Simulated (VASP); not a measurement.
# BeTe: single point with PBE

The system is BeTe.

```
Be Te
1.0
     0.00000    2.83198    2.83198
     2.83198    0.00000    2.83198
     2.83198    2.83198    0.00000
Be Te
1 1
Direct
  0.00000 0.00000 0.00000
  0.25000 0.25000 0.25000
```

- Program: VASP 6.6.1
- Task: single point
- Functional: PBE
- Potentials or basis: VASP PAW PBE potentials, release 64 (Be, Te)
- Cutoff: 520 eV
- k mesh: 8 × 8 × 8
- Occupations: fermi-dirac, width 0.02 eV
- Spin: no spin polarisation

- Pressure: 0.1 GPa
- Band gap on the k mesh: 2.01 eV (least direct gap 3.62 eV)

Levels at points of the mesh, in eV from the valence-band top:
```tsv
k point	band 2	band 3	band 4	band 5	band 6	band 7
(0.00, 0.00, 0.00)	0.00	0.00	0.00	3.62	3.62	3.62
(0.50, 0.00, 0.00)	-5.43	-1.10	-1.10	3.03	4.60	4.60
(0.50, 0.50, 0.00)	-5.03	-2.58	-2.58	2.01	2.69	9.60
```

It took 7.1 s on 1 thread of Intel(R) Xeon(R) 6975P-C (Granite Rapids), with other jobs on the host, peak memory 0.17 GiB.

Caveat: spin-orbit coupling is left out, which moves the levels of the heavy elements. A k mesh can miss the band edges.
